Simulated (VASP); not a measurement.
LiH13O7, 21 atoms in the cell. The cell holds a disordered packing, 21 atoms: a = 6.269 Å, b = 6.269 Å, c = 6.269 Å, α = 90.00°, β = 90.00°, γ = 90.00°. 

| Property | Result |
| --- | --- |
| Program | VASP 6.6.1 |
| Task | molecular dynamics |
| Functional | PBE |
| Dispersion | D3(BJ) |
| Potentials or basis | VASP PAW PBE potentials, release 64 (O, H, Li_sv) |
| Cutoff | 520 eV |
| k mesh | 1 × 1 × 1 |
| Occupations | fermi-dirac, width 0.02 eV |
| Spin | no spin polarisation |
| Dipole correction | no |
| Further INCAR settings | LREAL = Auto; ALGO = Normal; EDIFF = 1e-05; NBANDS = 45; ISYM = 0; IBRION = 0; POTIM = 0.5; NSW = 40 |

Potentials or basis: VASP PAW PBE potentials, release 64 (O, H, Li_sv).

The run is started by

```sh
$ cat potpaw_PBE.64/O/POTCAR potpaw_PBE.64/H/POTCAR potpaw_PBE.64/Li_sv/POTCAR > POTCAR
$ mpirun -np 1 vasp_gam > vasp.out
```

Hardware: 1 thread of AMD EPYC 7R43 64-Core Processor (Zen 3), with other jobs on the host.

Question: How long does it take, and how much memory?

Answer: It took 6.5 min on 1 thread of AMD EPYC 7R43 64-Core Processor (Zen 3), on a shared host, peak memory 0.32 GiB. Counts: scf iterations 190, k points 1, ion steps 40.
